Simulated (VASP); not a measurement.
# BaMg2N2 (P6/mmm) in VASP: notebook, part 2 of 2

VASP 6.6.1. The steps go on from the part before.

### 3 Single point, PBE

This run uses another cell than the first one, of 32.22 Å³/atom, 1.471 times its volume.

Input file INCAR:

```
SYSTEM = BaMg2N2
ALGO = Normal ; EDIFF = 1E-7
ENCUT = 520 ; GGA = PE
ISIF = 2 ; ISMEAR = 0
LASPH = .TRUE. ; LCHARG = .TRUE.
LELF = .TRUE. ; LREAL = .FALSE.
LVHAR = .TRUE. ; LWAVE = .FALSE.
NBANDS = 20 ; NELM = 80
PREC = Accurate ; SIGMA = 0.1
```

Input file KPOINTS:

```
k-points
0
G
  12 12 6
  0 0 0
```

Input file POSCAR:

```
BaMg2N2
1.0
    5.3887825109      0.0000000000      0.0000000000
   -2.6943912554      4.6668225499      0.0000000000
    0.0000000000      0.0000000000      6.4059391397
Ba Mg N
1 2 2
Direct
    0.0000000000      0.0000000000      0.0000000000
    0.3333333333      0.6666666667      0.5000000000
    0.6666666667      0.3333333333      0.5000000000
    0.0000000000      0.0000000000      0.4095759094
    0.0000000000      0.0000000000      0.5904240906
```

Potentials or basis: VASP PAW PBE potentials, release 64 (Ba_sv, Mg, N).

Launch:

```bash
cat potpaw_PBE.64/Ba_sv/POTCAR potpaw_PBE.64/Mg/POTCAR potpaw_PBE.64/N/POTCAR > POTCAR
mpirun -np 1 vasp_std > vasp.out
```

OUTCAR:

```text
SYSTEM = BaMg2N2
   EDIFF = 1E-7
   ENCUT = 520
   GGA = PE
   ISIF = 2
   ISMEAR = 0
   LASPH = .TRUE.
   LREAL = .FALSE.
   NELM = 80
   PREC = Accurate

 ion  position               nearest neighbor table
   1  0.000  0.000  0.000-   4 2.62   5 2.62
   2  0.333  0.667  0.500-   3 3.11   3 3.11   3 3.11
   3  0.667  0.333  0.500-   2 3.11   2 3.11   2 3.11
   4  0.000  0.000  0.410-   5 1.16   1 2.62
   5  0.000  0.000  0.590-   4 1.16   1 2.62

  LATTYP: Found a hexagonal cell.
 ALAT       =     5.3887825109
 C/A-ratio  =     1.1887544407
[... 753 lines left out ...]
  -------------------------------------------------------------------------------------
  Total        0.0132898      0.0132898      1.4316694      0.0000000      0.0000000      0.0000000
  in kB        0.1321704      0.1321704     14.2383139      0.0000000      0.0000000      0.0000000
  external PRESSURE =       4.8342183 kB  Pullay stress =       0.0000000 kB

 VOLUME and BASIS-vectors are now :
 -----------------------------------------------------------------------------
  energy-cutoff  :      520.00
  volume of cell :      161.10
      direct lattice vectors                 reciprocal lattice vectors
     5.388782511  0.000000000  0.000000000     0.185570674  0.107139278  0.000000000
    -2.694391255  4.666822550  0.000000000     0.000000000  0.214278557  0.000000000
     0.000000000  0.000000000  6.405939140     0.000000000  0.000000000  0.156105136

 POSITION                                       TOTAL-FORCE (eV/Angst)
 -----------------------------------------------------------------------------------
      0.00000      0.00000      0.00000        -0.000000     -0.000000      0.000000
     -0.00000      3.11122      3.20297         0.000000     -0.000000      0.000000
      2.69439      1.55561      3.20297        -0.000000      0.000000      0.000000
      0.00000      0.00000      2.62372        -0.000000     -0.000000     -0.581735
      0.00000      0.00000      3.78222         0.000000      0.000000      0.581735
 -----------------------------------------------------------------------------------
    total drift:                                0.000000     -0.000000      0.000000

  FREE ENERGIE OF THE ION-ELECTRON SYSTEM (eV)
  ---------------------------------------------------
  free  energy   TOTEN  =       -20.4637132735 eV

  energy  without entropy=      -20.4492552542  energy(sigma->0) =      -20.45648426
```

OSZICAR:

```text
N       E                     dE             d eps       ncg     rms          rms(c)
DAV:   1     0.146090767544E+03    0.14609E+03   -0.94676E+03  3040   0.972E+02
DAV:   2    -0.483542275568E+01   -0.15093E+03   -0.14613E+03  4364   0.185E+02
DAV:   3    -0.233911884506E+02   -0.18556E+02   -0.18162E+02  3724   0.701E+01
DAV:   4    -0.241145666851E+02   -0.72338E+00   -0.70959E+00  4560   0.129E+01
DAV:   5    -0.241289134673E+02   -0.14347E-01   -0.14326E-01  3780   0.141E+00    0.145E+01
DAV:   6    -0.238088615459E+02    0.32005E+00   -0.14591E+02  4416   0.292E+01    0.104E+01
DAV:   7    -0.210224800143E+02    0.27864E+01   -0.48098E+00  4164   0.116E+01    0.572E+00
DAV:   8    -0.207662584653E+02    0.25622E+00   -0.80455E+00  4096   0.111E+01    0.376E+00
DAV:   9    -0.204782201253E+02    0.28804E+00   -0.38358E+00  4092   0.636E+00    0.691E-01
DAV:  10    -0.204902198011E+02   -0.12000E-01   -0.73828E-02  3668   0.144E+00    0.848E-01
DAV:  11    -0.204646888776E+02    0.25531E-01   -0.63333E-02  4172   0.891E-01    0.228E-01
DAV:  12    -0.204637981672E+02    0.89071E-03   -0.18790E-02  4084   0.494E-01    0.776E-02
DAV:  13    -0.204637145951E+02    0.83572E-04   -0.94049E-04  3832   0.149E-01    0.241E-02
DAV:  14    -0.204637213473E+02   -0.67522E-05   -0.46077E-05  4080   0.359E-02    0.158E-02
DAV:  15    -0.204637161332E+02    0.52141E-05   -0.73966E-06  4444   0.105E-02    0.105E-02
DAV:  16    -0.204637130718E+02    0.30614E-05   -0.26163E-05  4052   0.163E-02    0.325E-03
DAV:  17    -0.204637133520E+02   -0.28016E-06   -0.13028E-06  3552   0.541E-03    0.242E-03
DAV:  18    -0.204637132735E+02    0.78424E-07   -0.77663E-07  3952   0.322E-03
   1 F= -.20463713E+02 E0= -.20456484E+02  d E =-.144580E-01
```

It took 6 min on 1 thread of Oxide Virtual Turin-like, shared host; peak memory 0.41 GiB.

Results:

| Property | Result |
| --- | --- |
| Free energy | -20.4637 eV |
| Pressure | 0.5 GPa |
| Largest force | 0.582 eV/Å |
| Band gap on the k mesh | zero (band 12 reaches 2.11 eV, above the bottom of band 13 at 0.70 eV) |

Forces in eV/Å, atoms in the order of the input:
```
Ba   0.000  0.000  0.000
Mg   0.000  0.000  0.000
Mg   0.000  0.000  0.000
N    0.000  0.000 -0.582
N    0.000  0.000  0.582
```

Stress tensor (GPa, compression positive):
```
0.01 0.00 0.00
0.00 0.01 0.00
0.00 0.00 1.42
```

Caveat: the standard files for N, O and F lose accuracy on very short bonds; spin-orbit coupling is left out, which moves the levels of the heavy elements.

### 4 Relaxation of cell and atoms, PBE

This run uses another cell than the first one, of 31.77 Å³/atom, 1.450 times its volume.

Input file INCAR:

```
SYSTEM = BaMg2N2
PREC     = Accurate       ! precision mode
ENCUT    = 600            ! plane-wave cutoff, eV
EDIFF    = 1E-7           ! SCF threshold, eV
ISMEAR   = 0              ! smearing method
SIGMA    = 0.1            ! smearing width, eV
LREAL    = .FALSE.        ! projectors in reciprocal space
LASPH    = .TRUE.         ! aspherical terms in the spheres
NELM     = 60             ! most SCF steps
ALGO     = Normal         ! electronic algorithm
ISIF     = 3              ! what is computed and relaxed
LWAVE    = .FALSE.        ! write WAVECAR
LCHARG   = .FALSE.        ! write CHGCAR
GGA      = PE             ! functional
IBRION   = 2              ! ionic algorithm
NSW      = 90             ! ionic steps
EDIFFG   = -0.04          ! ionic threshold
```

Input file KPOINTS:

```
regular mesh
0
G
  6 6 4
  0 0 0
```

Input file POSCAR:

```
BaMg2N2
1.0
    5.3657320528      0.0000000000      0.0000000000
   -2.6828660264      4.6468602676      0.0000000000
    0.0000000000      0.0000000000      6.3716154105
Ba Mg N
1 2 2
Direct
    0.0000000000      0.0000000000      0.0000000000
    0.3333333333      0.6666666667      0.5000000000
    0.6666666667      0.3333333333      0.5000000000
    0.0000000000      0.0000000000      0.4089293226
    0.0000000000      0.0000000000      0.5910706774
```

Potentials or basis: VASP PAW PBE potentials, release 64 (Ba_sv, Mg, N).

Launch:

```bash
cat potpaw_PBE.64/Ba_sv/POTCAR potpaw_PBE.64/Mg/POTCAR potpaw_PBE.64/N/POTCAR > POTCAR
mpirun -np 1 vasp_std > vasp.out
```

OUTCAR:

```text
SYSTEM = BaMg2N2
   PREC = Accurate
   ENCUT = 600
   EDIFF = 1E-7
   ISMEAR = 0
   LREAL = .FALSE.
   LASPH = .TRUE.
   NELM = 60
   ISIF = 3
   GGA = PE
   IBRION = 2
   NSW = 90
   EDIFFG = -0.04

 ion  position               nearest neighbor table
   1  0.000  0.000  0.000-   4 2.61   5 2.61
   2  0.333  0.667  0.500-   3 3.10   3 3.10   3 3.10
   3  0.667  0.333  0.500-   2 3.10   2 3.10   2 3.10
   4  0.000  0.000  0.409-   5 1.16   1 2.61
   5  0.000  0.000  0.591-   4 1.16   1 2.61

  LATTYP: Found a hexagonal cell.
 ALAT       =     5.3657320528
 C/A-ratio  =     1.1874643288

  Lattice vectors:

 A1 = (   5.3657320528,   0.0000000000,   0.0000000000)
 A2 = (  -2.6828660264,   4.6468602676,   0.0000000000)
 A3 = (   0.0000000000,   0.0000000000,   6.3716154105)

Analysis of symmetry for initial positions (statically):
=====================================================================
 Subroutine PRICEL returns:
 Original cell was already a primitive cell.

 Routine SETGRP: Setting up the symmetry group for a
 hexagonal supercell.

[... 153 lines left out ...]
 Gauss-broadening in eV      SIGMA  =   0.10
  energy-cutoff  :      600.00
  volume of cell :      158.87
 maximum number of plane-waves:      5353
 NGX is ok and might be reduce to    48
   NGX = 21   NGY = 21   NGZ = 25

--------------------------------------- Ionic step        1  -------------------------------------------

 number of electron      23.9999999 magnetization

 Free energy of the ion-electron system (eV)
  ---------------------------------------------------
  ext. energy  EPLUGINS =         0.00000000
  ---------------------------------------------------
  free energy    TOTEN  =       -20.47363667 eV

  energy without entropy =      -20.46042548  energy(sigma->0) =      -20.46703108

------------------------ aborting loop because EDIFF is reached ----------------------------------------

  FORCE on cell =-STRESS in cart. coord.  units (eV):
  Direction    XX          YY          ZZ          XY          YZ          ZX
  --------------------------------------------------------------------------------------
  -------------------------------------------------------------------------------------
  Total        0.1760990      0.1760990      1.8288875      0.0000000     -0.0000000      0.0000000
  in kB        1.7759445      1.7759445     18.4441833      0.0000000     -0.0000000      0.0000000
  external PRESSURE =       7.3320241 kB  Pullay stress =       0.0000000 kB
[... 221 lines left out ...]
--------------------------------------- Ionic step        7  -------------------------------------------

 number of electron      23.9999999 magnetization

 Free energy of the ion-electron system (eV)
  ---------------------------------------------------
  ext. energy  EPLUGINS =         0.00000000
  ---------------------------------------------------
  free energy    TOTEN  =       -20.48254262 eV

  energy without entropy =      -20.46910336  energy(sigma->0) =      -20.47582299

 E-fermi :   1.2075     XC(G=0):  -7.3525

 val. band max:        1.0792480429   @ k =   0.1667   0.1667   0.5000
 cond. band min:       1.2430940864   @ k =   0.1667   0.1667   0.0000
 fundamental gap:      0.1638460435
 Fermi energy:         1.2075068907

 k-point     1 :       0.0000    0.0000    0.0000
  band No.  band energies     occupation
      1     -27.3999      2.00000
      2     -21.8431      2.00000
      3     -13.0557      2.00000
      4     -12.6103      2.00000
      5     -12.6103      2.00000
      6      -8.1611      2.00000
[... 420 lines left out ...]
  FREE ENERGIE OF THE ION-ELECTRON SYSTEM (eV)
  ---------------------------------------------------
  free  energy   TOTEN  =       -20.4825426198 eV

  energy  without entropy=      -20.4691033578  energy(sigma->0) =      -20.47582299

 reached required accuracy - stopping structural energy minimisation
```

OSZICAR:

```text
N       E                     dE             d eps       ncg     rms          rms(c)
DAV:   1     0.161834530434E+03    0.16183E+03   -0.10302E+04   672   0.135E+03
DAV:   2    -0.226318401042E+01   -0.16410E+03   -0.16114E+03  1008   0.233E+02
DAV:   3    -0.233760688564E+02   -0.21113E+02   -0.20824E+02   856   0.935E+01
DAV:   4    -0.242040496548E+02   -0.82798E+00   -0.82359E+00   968   0.168E+01
[... 70 lines left out ...]
DAV:   3    -0.204826424021E+02    0.36426E-03   -0.59227E-04   912   0.129E-01    0.921E-02
DAV:   4    -0.204825422495E+02    0.10015E-03   -0.27335E-04   808   0.128E-01    0.177E-02
DAV:   5    -0.204825427283E+02   -0.47874E-06   -0.18426E-05   776   0.289E-02    0.694E-03
DAV:   6    -0.204825426794E+02    0.48846E-07   -0.13638E-06   880   0.792E-03    0.171E-03
DAV:   7    -0.204825426198E+02    0.59636E-07   -0.10281E-07   368   0.200E-03
   7 F= -.20482543E+02 E0= -.20475823E+02  d E =-.155979E-03
```

Run time: 10 min. Hardware: 1 thread of Oxide Virtual Turin-like, shared host; peak memory 0.38 GiB.

Results:

| Property | Result |
| --- | --- |
| Free energy | -20.4825 eV |
| Relaxed volume | 32.25 Å³/atom |
| Relaxed cell | a = 5.375 Å, b = 5.375 Å, c = 6.445 Å, α = 90.00°, β = 90.00°, γ = 120.00° |
| Space group after relaxing (to 0.05 Å) | P6/mmm (No. 191) |
| Energy gained by relaxing | 1.8 meV/atom |
| Ionic steps | 7 |
| Pressure after relaxing | 0.1 GPa |
| Largest force after relaxing | 0.018 eV/Å |
| Band gap on the k mesh | zero (band 12 reaches 2.09 eV, above the bottom of band 13 at 0.70 eV) |

Forces on the atoms (eV/Å):
```
Ba   0.000  0.000  0.000
Mg   0.000  0.000  0.000
Mg   0.000  0.000  0.000
N    0.000  0.000 -0.018
N    0.000  0.000  0.018
```

Stress tensor (GPa, compression positive):
```
 0.11  0.00  0.00
 0.00  0.11  0.00
 0.00  0.00 -0.01
```

Step by step:
```tsv
step	energy change (eV)	largest force (eV/Å)	pressure (GPa)	volume (Å³)
1	0.0000	0.3830	0.73	158.87
2	0.1035	3.7912	-1.83	162.22
3	-0.0030	0.3954	0.30	159.34
4	-0.0083	0.0714	-0.09	161.81
5	-0.0087	0.1424	0.00	161.26
6	-0.0031	1.0593	0.56	161.06
7	-0.0089	0.0184	0.07	161.23
```

Final structure:
```
Ba Mg N
1.0
     5.37480    0.00000    0.00000
    -2.68740    4.65471    0.00000
     0.00000    0.00000    6.44451
Ba Mg N
1 2 2
Cartesian
  0.0000 0.0000 0.0000
  0.0000 3.1031 3.2223
  2.6874 1.5516 3.2223
  0.0000 0.0000 2.6398
  2.6874 4.6547 3.8047
```

Levels at points of the mesh, in eV from the Fermi level:
```tsv
k point	band 9	band 10	band 11	band 12	band 13	band 14	band 15	band 16
(0.00, 0.00, 0.00)	-7.18	-3.26	0.22	0.22	0.51	0.68	1.05	1.05
(0.50, 0.00, 0.00)	-7.06	-1.75	-1.53	-0.81	0.04	1.73	1.78	2.55
(0.00, 0.00, 0.50)	-6.10	-2.92	-1.34	0.88	0.88	1.60	1.60	2.00
(0.50, 0.00, 0.50)	-5.95	-1.66	-1.16	-0.45	0.16	0.73	1.58	1.99
```

Caveat: the standard files for N, O and F lose accuracy on very short bonds; spin-orbit coupling is left out, which moves the levels of the heavy elements.

### 5 Summary

```csv
task,cell,k mesh,cutoff (eV),gap on the mesh (eV),pressure (GPa),relaxed volume (Å³/atom),largest force (eV/Å)
relaxation of cell and atoms,"relaxed from a = 4.079, b = 4.079, c = 7.605 Å, angles 90.0, 90.0, 120.0°, 5 atoms",6 × 6 × 2,600,none,0.1,30.26,-
single point,"a = 5.389, b = 5.389, c = 6.406 Å, angles 90.0, 90.0, 120.0°, 5 atoms",12 × 12 × 6,520,none,0.5,-,0.58
relaxation of cell and atoms,"relaxed from a = 5.366, b = 5.366, c = 6.372 Å, angles 90.0, 90.0, 120.0°, 5 atoms",6 × 6 × 4,600,none,0.1,32.25,0.02
```

Alike in all rows: level PBE; potentials or basis VASP PAW PBE potentials, release 64 (Ba_sv, Mg, N); no spin polarisation; smearing gaussian 0.1 eV.

Caveats: some runs use coarse meshes; spin-orbit coupling is left out, which moves the levels of the heavy elements; the standard files for N, O and F lose accuracy on very short bonds (some runs); the volume moved by over 15 % at a fixed basis, so the end points are rough (some runs).

Total energies depend on the potentials used, so only differences within one code and one set of settings carry meaning.
